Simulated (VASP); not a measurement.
# Ba (Fm-3m) in VASP: notebook, part 2 of 2

VASP 6.6.1.

## Step 3: Single point, r2SCAN+D3(BJ)

This run uses another cell than the first one, of 65.76 Å³/atom.

Contents of POSCAR:

```
Ba
1.0
    0.0000000000      3.2036739616      3.2036739616
    3.2036739616      0.0000000000      3.2036739616
    3.2036739616      3.2036739616      0.0000000000
Ba
1
Direct
    0.0000000000      0.0000000000      0.0000000000
```

Contents of INCAR.step1:

```
ALGO = Normal ; EDIFF = 1E-5
ENCUT = 550 ; GGA = PE
GGA_COMPAT = F ; ISMEAR = -1
LASPH = T ; LCHARG = F
LREAL = F ; LWAVE = T
NBANDS = 11 ; NELM = 120
PREC = Accurate ; SIGMA = 0.05
```

Contents of INCAR.step2:

```
ALGO = Normal ; EDIFF = 1E-6
ENCUT = 550 ; GGA_COMPAT = F
ISIF = 2 ; ISMEAR = -1
ISTART = 1 ; IVDW = 12
LASPH = T ; LCHARG = F
LMIXTAU = T ; LREAL = F
LWAVE = F ; METAGGA = R2SCAN
NBANDS = 11 ; NELM = 120
PREC = Accurate ; SIGMA = 0.05
VDW_A1 = 0.49484001 ; VDW_A2 = 5.73083694
VDW_S6 = 1.0 ; VDW_S8 = 0.78981345
```

Contents of KPOINTS:

```
k-points
0
Gamma
  7 7 7
```

Potentials or basis: VASP PAW PBE potentials, release 64 (Ba_sv).

On the command line:

```sh
cat potpaw_PBE.64/Ba_sv/POTCAR > POTCAR
cp INCAR.step1 INCAR
mpirun -np 1 vasp_std > vasp.out
cp INCAR.step2 INCAR
mpirun -np 1 vasp_std > vasp.out
```

OUTCAR:

```text
EDIFF = 1E-6
   ENCUT = 550
   ISIF = 2
   ISMEAR = -1
   ISTART = 1
   IVDW = 12
   LASPH = T
   LREAL = F
   METAGGA = R2SCAN
   NELM = 120
   PREC = Accurate
 IVDW          = 12

 ion  position               nearest neighbor table
   1  0.000  0.000  0.000-

  LATTYP: Found a face centered cubic cell.
 ALAT       =     6.4073479232

  Lattice vectors:

 A1 = (   0.0000000000,   3.2036739616,   3.2036739616)
 A2 = (   3.2036739616,   0.0000000000,   3.2036739616)
 A3 = (   3.2036739616,   3.2036739616,   0.0000000000)

Analysis of symmetry for initial positions (statically):
=====================================================================
 Subroutine PRICEL returns:
 Original cell was already a primitive cell.

 Routine SETGRP: Setting up the symmetry group for a
 face centered cubic supercell.

 Subroutine GETGRP returns: Found 48 space group operations
 (whereof 48 operations were pure point group operations)
 out of a pool of 48 trial point group operations.

The static configuration has the point symmetry O_h .

Analysis of symmetry for dynamics (positions and initial velocities):
=====================================================================
 Subroutine PRICEL returns:
 Original cell was already a primitive cell.

 Routine SETGRP: Setting up the symmetry group for a
 face centered cubic supercell.

 Subroutine GETGRP returns: Found 48 space group operations
 (whereof 48 operations were pure point group operations)
 out of a pool of 48 trial point group operations.

The dynamic configuration has the point symmetry O_h .

 Subroutine INISYM returns: Found 48 space group operations
 (whereof 48 operations are pure point group operations),
 and found     1 'primitive' translations

----------------------------------------------------------------------------------------
[... 108 lines left out ...]
  Fermi-wavevector in a.u.,A,eV,Ry     =   0.873809  1.651260 10.388622  0.763542
  Thomas-Fermi vector in A             =   1.993252
   LORBIT       =      0    0 simple, 1 ext, 2 COOP (PROOUT), +10 PAW based schemes
   METAGGA = R2SCAN    functional components
   LHFCALC =     F    Hartree Fock is set to
   AEXX    =    0.0000 exact exchange contribution
   IVDW    =    12    specifies the selected vdW correction
   LEPSILON=     F    determine dielectric tensor
   LRPA    =     F    only Hartree local field effects (RPA)
 non-spin polarized calculation
  energy-cutoff  :      550.00
  volume of cell :       65.76
 maximum number of plane-waves:      1948
   NGX = 17   NGY = 17   NGZ = 17

 number of electron      10.0000001 magnetization

 Free energy of the ion-electron system (eV)
  ---------------------------------------------------
  ext. energy  EPLUGINS =         0.00000000
  ---------------------------------------------------
  free energy    TOTEN  =       -26.40617930 eV

  energy without entropy =      -26.39653374  energy(sigma->0) =      -26.40135652

 E-fermi :   1.6239     XC(G=0):  -7.6879

 val. band max:        1.5546118663   @ k =  -0.2857   0.4286   0.1429
 cond. band min:       1.6254703114   @ k =   0.4286   0.4286   0.0000
 fundamental gap:      0.0708584450
 Fermi energy:         1.6239160384

 k-point     1 :       0.0000    0.0000    0.0000
  band No.  band energies     occupation
      1     -28.4024      2.00000
      2     -12.9564      2.00000
      3     -12.9564      2.00000
      4     -12.9564      2.00000
      5      -1.2831      2.00000
      6       3.6157      0.00000
      7       3.6157      0.00000
      8       3.6157      0.00000
      9       5.1622      0.00000
     10       5.1622      0.00000
     11       7.7671      0.00000
[... 253 lines left out ...]
 k-point    20 :      -0.2857    0.4286    0.1429
  band No.  band energies     occupation
      1     -28.3552      2.00000
      2     -13.2432      2.00000
      3     -13.2186      2.00000
      4     -13.0880      2.00000
      5       1.5546      1.59993
      6       2.0423      0.00046
      7       2.5709      0.00000
      8       4.2449      0.00000
      9       6.2333      0.00000
     10       6.7184      0.00000
     11       7.9837      0.00000

------------------------ aborting loop because EDIFF is reached ----------------------------------------

 Edisp (eV)   -0.09094

 E8    (eV) :    -0.0442

  FORCE on cell =-STRESS in cart. coord.  units (eV):
  Direction    XX          YY          ZZ          XY          YZ          ZX
  --------------------------------------------------------------------------------------
  -------------------------------------------------------------------------------------
  Total       0.01769     0.01769     0.01769    -0.00000     0.00000     0.00000
  in kB       0.43100     0.43100     0.43100    -0.00000     0.00000     0.00000
  external pressure =        0.43 kB  Pullay stress =        0.00 kB

 VOLUME and BASIS-vectors are now :
 -----------------------------------------------------------------------------
  energy-cutoff  :      550.00
  volume of cell :       65.76
      direct lattice vectors                 reciprocal lattice vectors
     0.000000000  3.203673962  3.203673962    -0.156070813  0.156070813  0.156070813
     3.203673962  0.000000000  3.203673962     0.156070813 -0.156070813  0.156070813
     3.203673962  3.203673962  0.000000000     0.156070813  0.156070813 -0.156070813

 POSITION                                       TOTAL-FORCE (eV/Angst)
 -----------------------------------------------------------------------------------
      0.00000      0.00000      0.00000         0.000000      0.000000      0.000000
 -----------------------------------------------------------------------------------
    total drift:                               -0.000000      0.000000      0.000000

  FREE ENERGIE OF THE ION-ELECTRON SYSTEM (eV)
  ---------------------------------------------------
  free  energy   TOTEN  =       -26.4971239373 eV

  energy  without entropy=      -26.4874783806  energy(sigma->0) =      -26.49230116
```

It took 77 s on 1 thread of Intel Xeon 8259CL, shared host; peak memory 0.23 GiB.

What came out:

```yaml
Free_energy: -26.4971 eV
Pressure: 0.0 GPa
Dispersion_energy_per_atom: -0.091 eV
```

Caveat: the PAW data sets were made with another functional, which shifts forces and pressure a little; spin-orbit coupling is left out, which moves the levels of the heavy elements.

## Step 4: Single point, r2SCAN+D3(BJ)

This run uses another cell than the first one, of 65.76 Å³/atom.

POSCAR is that of step 3.

Contents of INCAR.step1:

```
SYSTEM = Ba
PREC = Accurate
ENCUT = 550
ISMEAR = -1
SIGMA = 0.05
LREAL = .False.
LASPH = .True.
NELM = 120
NBANDS = 11
GGA = PE
ALGO = Normal
EDIFF = 1E-5
LWAVE = .True.
LCHARG = .False.
GGA_COMPAT = .False.
```

Contents of INCAR.step2:

```
SYSTEM = Ba
PREC = Accurate
ENCUT = 550
EDIFF = 1E-6
ISMEAR = -1
SIGMA = 0.05
LREAL = .False.
LASPH = .True.
NELM = 120
ALGO = Normal
ISIF = 2
LWAVE = .False.
LCHARG = .False.
METAGGA = R2SCAN
LMIXTAU = .True.
IVDW = 12
VDW_S6 = 1.0
VDW_S8 = 0.78981345
VDW_A1 = 0.49484001
VDW_A2 = 5.73083694
NBANDS = 11
ISTART = 1
GGA_COMPAT = .False.
```

Contents of KPOINTS:

```
Automatic mesh
0
Gamma
  7 7 7
  0 0 0
```

On the command line:

```sh
cat potpaw_PBE.64/Ba_sv/POTCAR > POTCAR
cp INCAR.step1 INCAR
mpirun -np 1 vasp_std > vasp.out
cp INCAR.step2 INCAR
mpirun -np 1 vasp_std > vasp.out
```

Wall time 1.7 min (1 thread of Intel Xeon 8259CL, shared host); peak memory 0.23 GiB.

Results (log left out):

```
Free energy                : -26.4971 eV
Pressure                   : 0.0 GPa
Dispersion energy per atom : -0.091 eV
```

Levels at points of the mesh, in eV from the Fermi level:
```tsv
k point	band 2	band 3	band 4	band 5	band 6	band 7	band 8	band 9
(0.00, 0.00, 0.00)	-14.58	-14.58	-14.58	-2.91	1.99	1.99	1.99	3.54
```

Caveat: the PAW data sets were made with another functional, which shifts forces and pressure a little; spin-orbit coupling is left out, which moves the levels of the heavy elements.

## Step 5: Single point, r2SCAN+D3(BJ)

This run uses another cell than the first one, of 66.42 Å³/atom.

Contents of POSCAR:

```
Ba
1.0
    0.0000000000      3.2143174749      3.2143174749
    3.2143174749      0.0000000000      3.2143174749
    3.2143174749      3.2143174749      0.0000000000
Ba
1
Direct
    0.0000000000      0.0000000000      0.0000000000
```

Contents of INCAR.step1:

```
ALGO = Normal
EDIFF = 1E-5
ENCUT = 550
GGA = PE
GGA_COMPAT = False
ISMEAR = -1
LASPH = True
LCHARG = False
LREAL = False
LWAVE = True
NBANDS = 11
NELM = 120
PREC = Accurate
SIGMA = 0.05
```

Contents of INCAR.step2:

```
ALGO = Normal
EDIFF = 1E-6
ENCUT = 550
GGA_COMPAT = False
ISIF = 2
ISMEAR = -1
ISTART = 1
IVDW = 12
LASPH = True
LCHARG = False
LMIXTAU = True
LREAL = False
LWAVE = False
METAGGA = R2SCAN
NBANDS = 11
NELM = 120
PREC = Accurate
SIGMA = 0.05
VDW_A1 = 0.49484001
VDW_A2 = 5.73083694
VDW_S6 = 1.0
VDW_S8 = 0.78981345
```

Contents of KPOINTS:

```
k-points
0
Gamma
  7 7 7
```

Potentials or basis: VASP PAW PBE potentials, release 64 (Ba_sv).

On the command line:

```sh
cat potpaw_PBE.64/Ba_sv/POTCAR > POTCAR
cp INCAR.step1 INCAR
mpirun -np 1 vasp_std > vasp.out
cp INCAR.step2 INCAR
mpirun -np 1 vasp_std > vasp.out
```

OUTCAR:

```text
EDIFF = 1E-6
   ENCUT = 550
   ISIF = 2
   ISMEAR = -1
   ISTART = 1
   IVDW = 12
   LASPH = True
   LREAL = False
   METAGGA = R2SCAN
   NELM = 120
   PREC = Accurate
 IVDW          = 12

 ion  position               nearest neighbor table
   1  0.000  0.000  0.000-

  LATTYP: Found a face centered cubic cell.
 ALAT       =     6.4286349498

  Lattice vectors:

 A1 = (   0.0000000000,   3.2143174749,   3.2143174749)
 A2 = (   3.2143174749,   0.0000000000,   3.2143174749)
 A3 = (   3.2143174749,   3.2143174749,   0.0000000000)

[... 451 lines left out ...]
     11       7.8874      0.00000

------------------------ aborting loop because EDIFF is reached ----------------------------------------

 Edisp (eV)   -0.09001

 E8    (eV) :    -0.0437

  FORCE on cell =-STRESS in cart. coord.  units (eV):
  Direction    XX          YY          ZZ          XY          YZ          ZX
  --------------------------------------------------------------------------------------
  -------------------------------------------------------------------------------------
  Total      -0.01762    -0.01762    -0.01762    -0.00000    -0.00000     0.00000
  in kB      -0.42506    -0.42506    -0.42506    -0.00000    -0.00000     0.00000
  external pressure =       -0.43 kB  Pullay stress =        0.00 kB

 VOLUME and BASIS-vectors are now :
 -----------------------------------------------------------------------------
  energy-cutoff  :      550.00
  volume of cell :       66.42
      direct lattice vectors                 reciprocal lattice vectors
     0.000000000  3.214317475  3.214317475    -0.155554019  0.155554019  0.155554019
     3.214317475  0.000000000  3.214317475     0.155554019 -0.155554019  0.155554019
     3.214317475  3.214317475  0.000000000     0.155554019  0.155554019 -0.155554019

 POSITION                                       TOTAL-FORCE (eV/Angst)
 -----------------------------------------------------------------------------------
      0.00000      0.00000      0.00000         0.000000      0.000000      0.000000
 -----------------------------------------------------------------------------------
    total drift:                               -0.000000      0.000000      0.000000

  FREE ENERGIE OF THE ION-ELECTRON SYSTEM (eV)
  ---------------------------------------------------
  free  energy   TOTEN  =       -26.4971232713 eV

  energy  without entropy=      -26.4875381882  energy(sigma->0) =      -26.49233073
```

OSZICAR.step1:

```text
N       E                     dE             d eps       ncg     rms          rms(c)
DAV:   1     0.575659760242E+02    0.57566E+02   -0.44016E+03   440   0.785E+02
DAV:   2     0.132292576872E+01   -0.56243E+02   -0.54759E+02   517   0.139E+02
DAV:   3    -0.178659103640E+01   -0.31095E+01   -0.30819E+01   546   0.340E+01
DAV:   4    -0.189472727249E+01   -0.10814E+00   -0.10781E+00   565   0.563E+00
DAV:   5    -0.189873415313E+01   -0.40069E-02   -0.40066E-02   590   0.835E-01    0.151E+00
DAV:   6    -0.189768470608E+01    0.10494E-02   -0.43398E-03   547   0.555E-01    0.891E-01
DAV:   7    -0.189724380871E+01    0.44090E-03   -0.49941E-03   485   0.814E-01    0.438E-02
DAV:   8    -0.189731596152E+01   -0.72153E-04   -0.23888E-04   670   0.121E-01    0.381E-02
DAV:   9    -0.189731915690E+01   -0.31954E-05   -0.60872E-06   328   0.240E-02
   1 F= -.18973192E+01 E0= -.18914250E+01  d E =-.117883E-01
```

It took 90 s on 1 thread of Intel Xeon 8259CL, shared host; peak memory 0.23 GiB.

Results:

```
Free energy                : -26.4971 eV
Pressure                   : 0.0 GPa
Dispersion energy per atom : -0.090 eV
```

Levels at points of the mesh, in eV from the Fermi level:
```tsv
k point	band 2	band 3	band 4	band 5	band 6	band 7	band 8	band 9
(0.00, 0.00, 0.00)	-14.61	-14.61	-14.61	-2.91	1.98	1.98	1.98	3.51
```

Caveat: the PAW data sets were made with another functional, which shifts forces and pressure a little; spin-orbit coupling is left out, which moves the levels of the heavy elements.

## Step 6: The runs side by side

```csv
cell,pressure (GPa)
"a = 4.516 Å, angles 60.0°, 1 atom",0.1
"a = 4.531 Å, angles 60.0°, 1 atom",0.0
"a = 4.546 Å, angles 60.0°, 1 atom",0.0
```

Alike in all rows: task single point; level r2SCAN+D3(BJ); potentials or basis VASP PAW PBE potentials, release 64 (Ba_sv); no spin polarisation; k mesh 7 × 7 × 7; cutoff (eV) 550; smearing fermi-dirac 0.05 eV.

Caveats: the PAW data sets were made with another functional, which shifts forces and pressure a little; spin-orbit coupling is left out, which moves the levels of the heavy elements.

Total energies depend on the potentials used, so only differences within one code and one set of settings carry meaning.
